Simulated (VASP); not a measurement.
# GaN (rocksalt type) (Fm-3m) in VASP: a series of runs

GaN (rocksalt type) is run at these levels: r2SCAN; tasks: single point, relaxation of cell and atoms.

Everything below comes from runs of VASP 6.6.1. Logs are shortened: lines on timing, memory, paths and dates and some standing lists are left out, and cuts for length are marked.

**1. The cell of the first run**

It takes space group Fm-3m (No. 225, cubic). Conventional cell: a = 4.217 Å, b = 4.217 Å, c = 4.217 Å, α = 90.00°, β = 90.00°, γ = 90.00°. Within 2.8 Å of Ga (site symmetry m-3m) lie 6 N at 2.11 Å. Within 2.8 Å of N (site symmetry m-3m) lie 6 Ga at 2.11 Å.

**2. Single point, r2SCAN (9.38 Å³/atom)**

POSCAR reads:

```
GaN
1.0
    0.0000000000      2.1086022615      2.1086022615
    2.1086022615      0.0000000000      2.1086022615
    2.1086022615      2.1086022615      0.0000000000
Ga N
1 1
Direct
    0.0000000000      0.0000000000      0.0000000000
    0.5000000000      0.5000000000      0.5000000000
```

INCAR.step1 reads:

```
PREC = Accurate
ENCUT = 520
ISMEAR = -1
SIGMA = 0.1
LREAL = F
LASPH = T
NELM = 60
NBANDS = 16
GGA = PE
ALGO = Normal
EDIFF = 1E-4
LWAVE = T
LCHARG = F
```

INCAR.step2 reads:

```
PREC = Accurate
ENCUT = 520
EDIFF = 1E-6
ISMEAR = -1
SIGMA = 0.1
LREAL = F
LASPH = T
NELM = 60
ALGO = Normal
ISIF = 2
LWAVE = F
LCHARG = T
METAGGA = R2SCAN
LMIXTAU = T
LELF = T
LVHAR = T
NBANDS = 16
ISTART = 1
```

KPOINTS reads:

```
Automatic mesh
0
Gamma
  15 15 15
```

Potentials or basis: VASP PAW PBE potentials, release 64 (Ga_d, N).

Run with:

```console
$ cat potpaw_PBE.64/Ga_d/POTCAR potpaw_PBE.64/N/POTCAR > POTCAR
$ cp INCAR.step1 INCAR
$ mpirun -np 1 vasp_std > vasp.out
$ cp INCAR.step2 INCAR
$ mpirun -np 1 vasp_std > vasp.out
```

OUTCAR:

```text
PREC = Accurate
   ENCUT = 520
   EDIFF = 1E-6
   ISMEAR = -1
   LREAL = F
   LASPH = T
   NELM = 60
   ISIF = 2
   METAGGA = R2SCAN
   ISTART = 1

 ion  position               nearest neighbor table
   1  0.000  0.000  0.000-   2 2.11   2 2.11   2 2.11   2 2.11   2 2.11   2 2.11
   2  0.500  0.500  0.500-   1 2.11   1 2.11   1 2.11   1 2.11   1 2.11   1 2.11

  LATTYP: Found a face centered cubic cell.
 ALAT       =     4.2172045230

  Lattice vectors:

 A1 = (   0.0000000000,   2.1086022615,   2.1086022615)
 A2 = (   2.1086022615,   0.0000000000,   2.1086022615)
 A3 = (   2.1086022615,   2.1086022615,   0.0000000000)

Analysis of symmetry for initial positions (statically):
=====================================================================
 Subroutine PRICEL returns:
 Original cell was already a primitive cell.

 Routine SETGRP: Setting up the symmetry group for a
 face centered cubic supercell.

 Subroutine GETGRP returns: Found 48 space group operations
 (whereof 48 operations were pure point group operations)
 out of a pool of 48 trial point group operations.

The static configuration has the point symmetry O_h .

Analysis of symmetry for dynamics (positions and initial velocities):
=====================================================================
 Subroutine PRICEL returns:
 Original cell was already a primitive cell.

 Routine SETGRP: Setting up the symmetry group for a
 face centered cubic supercell.

 Subroutine GETGRP returns: Found 48 space group operations
 (whereof 48 operations were pure point group operations)
 out of a pool of 48 trial point group operations.

The dynamic configuration has the point symmetry O_h .

 Subroutine INISYM returns: Found 48 space group operations
 (whereof 48 operations are pure point group operations),
 and found     1 'primitive' translations

----------------------------------------------------------------------------------------

                                     Primitive cell

  volume of cell :      18.7505

  direct lattice vectors                    reciprocal lattice vectors
     0.000000000  2.108602262  2.108602262    -0.237123904  0.237123904  0.237123904
     2.108602262  0.000000000  2.108602262     0.237123904 -0.237123904  0.237123904
     2.108602262  2.108602262  0.000000000     0.237123904  0.237123904 -0.237123904

  length of vectors
     2.982013916  2.982013916  2.982013916     0.410710649  0.410710649  0.410710649

  position of ions in fractional coordinates (direct lattice)
     0.000000000  0.000000000  0.000000000
     0.500000000  0.500000000  0.500000000

  ion indices of the primitive-cell ions
   primitive index   ion index
                 1           1
                 2           2

----------------------------------------------------------------------------------------

 KPOINTS: Automatic mesh

Automatic generation of k-mesh.
 Grid dimensions read from file:
 generate k-points for:   15   15   15

 Generating k-lattice:

  Cartesian coordinates                     Fractional coordinates (reciprocal lattice)
    -0.015808260  0.015808260  0.015808260     0.066666667  0.000000000  0.000000000
     0.015808260 -0.015808260  0.015808260     0.000000000  0.066666667  0.000000000
     0.015808260  0.015808260 -0.015808260     0.000000000  0.000000000  0.066666667

  Length of vectors
     0.027380710  0.027380710  0.027380710

  Shift w.r.t. Gamma in fractional coordinates (k-lattice)
     0.000000000  0.000000000  0.000000000

 Subroutine IBZKPT returns following result:
 ===========================================

 Found    120 irreducible k-points:

 Following reciprocal coordinates:
            Coordinates               Weight
  0.000000  0.000000  0.000000      1.000000
  0.066667  0.000000  0.000000      8.000000
  0.133333  0.000000  0.000000      8.000000
  0.200000  0.000000  0.000000      8.000000
  0.266667  0.000000  0.000000      8.000000
  0.333333  0.000000  0.000000      8.000000
[... 16 lines left out ...]
  0.133333  0.133333  0.000000      6.000000
  0.200000  0.133333  0.000000     24.000000
 [... further k-points ...]
   k-points           NKPTS =    120   k-points in BZ     NKDIM =    120   number of bands    NBANDS=     16
   number of dos      NEDOS =    301   number of ions     NIONS =      2
   total plane-waves  NPLWV =  13824
   dimension x,y,z NGX =    24 NGY =   24 NGZ =   24
   dimension x,y,z NGXF=    48 NGYF=   48 NGZF=   48
   ions per type =               1   1
   NGX,Y,Z   is equivalent  to a cutoff of  13.38, 13.38, 13.38 a.u.
   NGXF,Y,Z  is equivalent  to a cutoff of  26.76, 26.76, 26.76 a.u.
 SYSTEM =  unknown system
   PREC   = accura    normal or accurate (medium, high low for compatibility)
   ISTART =      1    job   : 0-new  1-cont  2-samecut
   ICHARG =      0    charge: 1-file 2-atom 10-const
   ISPIN  =      1    spin polarized calculation?
   LNONCOLLINEAR =      F non collinear calculations
   LSORBIT =      F    spin-orbit coupling
   LASPH  =      T    aspherical Exc in radial PAW
   ENCUT  =  520.0 eV  38.22 Ry    6.18 a.u.   5.54  5.54  5.54*2*pi/ulx,y,z
   NELM   =     60;   NELMIN=  2; NELMDL=  0     # of ELM steps
   EDIFF  = 0.1E-05   stopping-criterion for ELM
   LREAL  =      F    real-space projection
   EDIFFG = 0.1E-04   stopping-criterion for IOM
   NSW    =      0    number of steps for IOM
   IBRION =     -1    ionic relax: 0-MD 1-quasi-New 2-CG
   NFREE  =      0    steps in history (QN), initial steepest desc. (CG)
   ISIF   =      2    stress and relaxation
   ISYM   =      2    0-nonsym 1-usesym 2-fastsym
   POTIM  = 0.5000    time-step for ionic-motion
   TEBEG  =    0.0;   TEEND  =   0.0 temperature during run
   PSTRESS=    0.0 pullay stress
   NELECT =      18.0000    total number of electrons
   NUPDOWN=      -1.0000    fix difference up-down
   EMIN   =  10.00;   EMAX   =-10.00  energy-range for DOS
   EFERMI =   0.00;   METHOD = LEGACY
   ISMEAR =    -1;   SIGMA  =   0.10  broadening in eV -4-tet -1-fermi 0-gaus
   EFERMI_NEDOS =   21; number of points for ismear=-14 and -15
   IALGO  =     38    algorithm
   IMIX   =      4    mixing-type and parameters
     AMIX     =   0.40;   BMIX     =  1.00
     AMIX_MAG =   1.60;   BMIX_MAG =  1.00
  volume/ion in A,a.u.               =       9.38        63.27
  Fermi-wavevector in a.u.,A,eV,Ry     =   1.614957  3.051826 35.485172  2.608087
  Thomas-Fermi vector in A             =   2.709782
   LORBIT       =      0    0 simple, 1 ext, 2 COOP (PROOUT), +10 PAW based schemes
   METAGGA = R2SCAN    functional components
   LHFCALC =     F    Hartree Fock is set to
   AEXX    =    0.0000 exact exchange contribution
   IVDW    =     0    specifies the selected vdW correction
   LEPSILON=     F    determine dielectric tensor
   LRPA    =     F    only Hartree local field effects (RPA)
 non-spin polarized calculation
  energy-cutoff  :      520.00
  volume of cell :       18.75
 maximum number of plane-waves:       531
 NGX is ok and might be reduce to    24
   NGX = 11   NGY = 11   NGZ = 11

 number of electron      18.0000008 magnetization

 Free energy of the ion-electron system (eV)
  ---------------------------------------------------
  ext. energy  EPLUGINS =         0.00000000
  ---------------------------------------------------
  free energy    TOTEN  =       -20.97627292 eV

  energy without entropy =      -20.97621781  energy(sigma->0) =      -20.97624537

 E-fermi :   8.4988     XC(G=0): -14.2185

 val. band max:        7.7393404135   @ k =  -0.2000   0.1333   0.0000
 cond. band min:       8.9756588882   @ k =   0.4667   0.4667   0.0000
 fundamental gap:      1.2363184747
 Fermi energy:         8.4987954909

 k-point     1 :       0.0000    0.0000    0.0000
  band No.  band energies     occupation
      1     -10.3899      2.00000
      2      -6.6390      2.00000
      3      -6.6390      2.00000
      4      -6.6390      2.00000
      5      -6.5694      2.00000
      6      -6.5694      2.00000
[... 8 lines left out ...]
     15      24.7633      0.00000
     16      24.7686      0.00000

 k-point     2 :       0.0667    0.0000    0.0000
  band No.  band energies     occupation
      1     -10.3018      2.00000
      2      -6.6425      2.00000
      3      -6.6341      2.00000
      4      -6.6341      2.00000
      5      -6.5765      2.00000
      6      -6.5765      2.00000
[... 8 lines left out ...]
     15      24.6036      0.00000
     16      24.7442      0.00000

 k-point     3 :       0.1333    0.0000    0.0000
  band No.  band energies     occupation
      1     -10.0414      2.00000
      2      -6.6526      2.00000
      3      -6.6372      2.00000
      4      -6.6371      2.00000
      5      -6.5794      2.00000
      6      -6.5793      2.00000
[... 8 lines left out ...]
     15      24.8633      0.00000
     16      24.8634      0.00000

 k-point     4 :       0.2000    0.0000    0.0000
  band No.  band energies     occupation
      1      -9.6221      2.00000
      2      -6.6737      2.00000
      3      -6.6736      2.00000
      4      -6.6684      2.00000
      5      -6.5512      2.00000
      6      -6.5512      2.00000
[... 8 lines left out ...]
     15      25.6688      0.00000
     16      25.6689      0.00000
[... 324 lines left out ...]
 k-point    22 :      -0.0667    0.0667    0.0000
  band No.  band energies     occupation
      1     -10.1572      2.00000
      2      -6.6490      2.00000
      3      -6.6315      2.00000
      4      -6.6250      2.00000
      5      -6.6043      2.00000
      6      -6.5647      2.00000
[... 8 lines left out ...]
     15      25.1750      0.00000
     16      25.5960      0.00000

 k-point    23 :       0.1333    0.1333    0.0000
  band No.  band energies     occupation
      1      -9.9422      2.00000
      2      -6.6680      2.00000
      3      -6.6448      2.00000
      4      -6.6021      2.00000
      5      -6.6021      2.00000
      6      -6.5511      2.00000
[... 8 lines left out ...]
     15      27.8292      0.00000
     16      27.8293      0.00000

 k-point    24 :       0.2000    0.1333    0.0000
  band No.  band energies     occupation
      1      -9.6581      2.00000
      2      -6.6816      2.00000
      3      -6.6689      2.00000
      4      -6.5994      2.00000
      5      -6.5721      2.00000
      6      -6.5319      2.00000
[... 8 lines left out ...]
     15      28.1532      0.00000
     16      28.4998      0.00000

 [... further k-points ...]

------------------------ aborting loop because EDIFF is reached ----------------------------------------

  FORCE on cell =-STRESS in cart. coord.  units (eV):
  Direction    XX          YY          ZZ          XY          YZ          ZX
  --------------------------------------------------------------------------------------
  -------------------------------------------------------------------------------------
  Total        0.1520579      0.1520579      0.1520579      0.0000000     -0.0000000      0.0000000
  in kB       12.9928845     12.9928845     12.9928845      0.0000000     -0.0000000      0.0000000
  external PRESSURE =      12.9928845 kB  Pullay stress =       0.0000000 kB

 VOLUME and BASIS-vectors are now :
 -----------------------------------------------------------------------------
  energy-cutoff  :      520.00
  volume of cell :       18.75
      direct lattice vectors                 reciprocal lattice vectors
     0.000000000  2.108602262  2.108602262    -0.237123904  0.237123904  0.237123904
     2.108602262  0.000000000  2.108602262     0.237123904 -0.237123904  0.237123904
     2.108602262  2.108602262  0.000000000     0.237123904  0.237123904 -0.237123904

 POSITION                                       TOTAL-FORCE (eV/Angst)
 -----------------------------------------------------------------------------------
      0.00000      0.00000      0.00000        -0.000000      0.000000     -0.000000
      2.10860      2.10860      2.10860         0.000000      0.000000      0.000000
 -----------------------------------------------------------------------------------
    total drift:                                0.000000     -0.000000     -0.000000

  FREE ENERGIE OF THE ION-ELECTRON SYSTEM (eV)
  ---------------------------------------------------
  free  energy   TOTEN  =       -20.9762729214 eV

  energy  without entropy=      -20.9762178114  energy(sigma->0) =      -20.97624537
```

Wall time 2.2 min (1 thread of Intel Xeon 8259CL, shared host); peak memory 0.17 GiB.

What came out:

| Item | Value |
| --- | --- |
| Free energy | -20.9763 eV |
| Pressure | 1.3 GPa |
| Band gap on the k mesh | 1.24 eV (least direct gap 3.41 eV) |

Caveat: the PAW data sets were made with another functional, which shifts forces and pressure a little; an odd mesh through Γ misses points on the zone boundary, where band edges can lie.

**3. Relaxation of cell and atoms, r2SCAN**

This run uses another cell than the first one, of 10.00 Å³/atom.

POSCAR reads:

```
GaN
1.0
    0.0000000000      2.1544346900      2.1544346900
    2.1544346900      0.0000000000      2.1544346900
    2.1544346900      2.1544346900      0.0000000000
Ga N
1 1
Direct
    0.0000000000      0.0000000000      0.0000000000
    0.5000000000      0.5000000000      0.5000000000
```

INCAR.step1 reads:

```
SYSTEM = GaN
ALGO = Normal ; EDIFF = 1E-4
ENCUT = 600 ; GGA = PE
ISMEAR = -1 ; LASPH = .TRUE.
LCHARG = .FALSE. ; LREAL = .FALSE.
LWAVE = .TRUE. ; NELM = 80
PREC = Accurate ; SIGMA = 0.1
```

INCAR.step2 reads:

```
SYSTEM = GaN
ALGO = Normal ; EDIFF = 1E-6
EDIFFG = -0.005 ; ENCUT = 600
IBRION = 2 ; ISIF = 3
ISMEAR = -1 ; ISTART = 1
LASPH = .TRUE. ; LCHARG = .FALSE.
LMIXTAU = .TRUE. ; LREAL = .FALSE.
LWAVE = .FALSE. ; METAGGA = R2SCAN
NELM = 80 ; NSW = 60
PREC = Accurate ; SIGMA = 0.1
```

KPOINTS reads:

```
k-points
0
G
  15 15 15
  0 0 0
```

Potentials or basis: VASP PAW PBE potentials, release 64 (Ga_d, N).

Run with:

```console
$ cat potpaw_PBE.64/Ga_d/POTCAR potpaw_PBE.64/N/POTCAR > POTCAR
$ cp INCAR.step1 INCAR
$ mpirun -np 1 vasp_std > vasp.out
$ cp INCAR.step2 INCAR
$ mpirun -np 1 vasp_std > vasp.out
```

It took 6.5 min on 1 thread of Intel Xeon 8259CL, shared host; peak memory 0.19 GiB.

The run converged. Its results:

- Free energy: -20.9790 eV
- Relaxed volume: 9.42 Å³/atom
- Relaxed cell: a = 2.987 Å, b = 2.987 Å, c = 2.987 Å, α = 60.00°, β = 60.00°, γ = 60.00°
- Space group after relaxing (to 0.1 Å): Fm-3m (No. 225)
- Energy gained by relaxing: 24.7 meV/atom
- Ionic steps: 3
- Pressure after relaxing: 0.0 GPa
- Band gap on the k mesh: 1.20 eV (least direct gap 3.34 eV)

Step by step:
```tsv
step	energy change (eV)	largest force (eV/Å)	pressure (GPa)	volume (Å³)
1	0.0000	0.0000	-12.78	20.00
2	0.0012	0.0000	16.15	17.78
3	-0.0495	0.0000	0.03	18.85
```

Final structure:
```yaml
crystal:
  lattice:
    - [0.00000, 2.11217, 2.11217]
    - [2.11217, 0.00000, 2.11217]
    - [2.11217, 2.11217, 0.00000]
  atoms:
    - { symbol: Ga, position: [0.00000, 0.00000, 0.00000] }
    - { symbol: N, position: [0.50000, 0.50000, 0.50000] }
```

Levels at points of the mesh, in eV from the valence-band top:
| k point | band 6 | band 7 | band 8 | band 9 | band 10 | band 11 | band 12 | band 13 |
| --- | --- | --- | --- | --- | --- | --- | --- | --- |
| (0.00, 0.00, 0.00) | -14.32 | -0.52 | -0.52 | -0.52 | 2.82 | 15.47 | 15.47 | 15.47 |

Caveat: the PAW data sets were made with another functional, which shifts forces and pressure a little; an odd mesh through Γ misses points on the zone boundary, where band edges can lie.
